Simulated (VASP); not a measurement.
Input of a VASP 6.6.1 run:

Contents of INCAR:

```
SYSTEM = C
PREC = Accurate
ENCUT = 600
EDIFF = 1E-6
ISMEAR = -1
SIGMA = 0.1
LREAL = .False.
LASPH = .True.
NELM = 60
ALGO = Normal
ISIF = 3
LWAVE = .False.
LCHARG = .False.
GGA = PE
IBRION = 2
NSW = 60
EDIFFG = -0.005
```

KPOINTS

```
Automatic mesh
0
Gamma
  21 21 11
  0 0 0
```

Contents of POSCAR:

```
C
1.0
    2.1003865828      0.0000000000      0.0000000000
   -1.0501932914      1.8189881384      0.0000000000
    0.0000000000      0.0000000000      3.4026262641
C
2
Direct
    0.3333333333      0.6666666667      0.2500000000
    0.6666666667      0.3333333333      0.7500000000
```

Potentials or basis: VASP PAW PBE potentials, release 64 (C).

Run with:

```sh
$ cat potpaw_PBE.64/C/POTCAR > POTCAR
$ mpirun -np 1 vasp_std > vasp.out
```

Problem. Estimate the band gap on the k mesh.

Solution. Zero (band 4 reaches 10.36 eV, above the bottom of band 5 at 7.31 eV).

Problem. Predict the space group after relaxing (to 0.05 Å).

Solution. P6_3/mmc (No. 194).

Step by step:
```tsv
step	energy change (eV)	largest force (eV/Å)	pressure (GPa)	volume (Å³)
1	0.0000	0.0000	11.14	13.00
2	-0.0321	0.0000	0.27	13.87
3	-0.0323	0.0000	-0.57	13.95
4	-0.0365	0.0000	-0.56	13.96
5	-0.0528	0.0000	-0.60	13.99
6	-0.1118	0.0000	-1.15	14.01
7	-0.2546	0.0000	0.01	13.91
8	-0.6414	0.0000	6.56	13.17
9	7.7132	0.0000	366.66	10.16
10	-0.6789	0.0000	6.43	13.06
11	-0.5531	0.0000	34.31	12.47
12	-0.7120	0.0000	10.12	12.88
13	-0.7068	0.0000	14.51	12.79
14	-0.7356	0.0000	2.95	13.34
15	-0.7369	0.0000	0.29	13.52
16	-0.7369	0.0000	0.50	13.51
17	-0.7386	0.0000	0.09	13.56
18	-0.7392	0.0000	-0.23	13.60
19	-0.7392	0.0000	-0.24	13.61
20	-0.7392	0.0000	-0.25	13.61
21	-0.7392	0.0000	-0.04	13.60
```
